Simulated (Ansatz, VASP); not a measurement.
# EuGaP2 in VASP and in Ansatz

Contents of INCAR:

```
PREC = Accurate ; ENCUT = 520
EDIFF = 1E-7 ; ISMEAR = 0
SIGMA = 0.1 ; LREAL = F
LASPH = T ; NELM = 150
ALGO = Normal ; ISIF = 2
LWAVE = F ; LCHARG = T
ISPIN = 2 ; MAGMOM = 7 0 0 0
LORBIT = 11 ; LMAXMIX = 6
GGA = PE ; LELF = T
LVHAR = T ; NBANDS = 32
```

KPOINTS

```
regular mesh
0
Gamma
  6 6 2
```

File POSCAR:

```
EuGaP2
1.0
    3.3218618400      0.0000000000      0.0000000000
    0.0000000000      3.3218618400      0.0000000000
    0.0000000000      0.0000000000      7.7341822500
Eu Ga P
1 1 2
Direct
    0.5000000000      0.5000000000      0.5000000000
    0.0000000000      0.0000000000      0.5000000000
    0.0000000000      0.0000000000      0.2442783300
    0.0000000000      0.0000000000      0.7557216700
```

Input for Ansatz:

```yaml
crystal:
  lattice:
    - [3.32186184, 0.0, 0.0]
    - [0.0, 3.32186184, 0.0]
    - [0.0, 0.0, 7.73418225]
  atoms:
    - { symbol: Eu, position: [0.5, 0.5, 0.5], spin: 7.0 }
    - { symbol: Ga, position: [0.0, 0.0, 0.5] }
    - { symbol: P, position: [0.0, 0.0, 0.24427833] }
    - { symbol: P, position: [0.0, 0.0, 0.75572167] }
basis:
  ecutwfc: 420
kpoints:
  mp_grid: { grid: [6, 6, 2] }
hamiltonian:
  xc: pbe
scf:
  occupations: { method: gaussian, width: 0.1 }
  lower_state_search: "off"
output:
  forces: true
  stress: true
  eigenvalues: true
  populations: true
magnetization:
  spin_polarized: true
```

Alike in both runs: task single point; functional PBE; k mesh 6 × 6 × 2; occupations gaussian, width 0.1 eV; collinear spin.

|  | VASP | Ansatz |
| --- | --- | --- |
| version | VASP 6.6.1 | Ansatz 0.2.0 |
| potentials or method | VASP PAW PBE potentials, release 64 (Eu, Ga_d, P), cutoff 520 eV | scalar-relativistic, plane waves, PAW |
| valence electrons in the cell | 40 | 40 |

|  | VASP | Ansatz | Ansatz less VASP |
| --- | --- | --- | --- |
| gap on the k mesh at the Fermi level (eV) | none | none | - |
| rms of the force components (eV/Å) | 1.817 | 1.853 | +0.0357 |
| net moment per atom (μB) | 1.63 | 1.63 | -0.001 |
| size of the moment on the site where the two differ most (μB) | 6.45 | 6.30 | -0.150 |

Site moments also hang on the region over which each program counts them. Atom by atom the forces differ by 0.036 eV/Å (rms over components). A gap of «none» marks a metal or a gap that the smearing closes.

The k mesh is coarse, so the values compare programs but aren't converged. Neither program's run includes spin-orbit coupling.
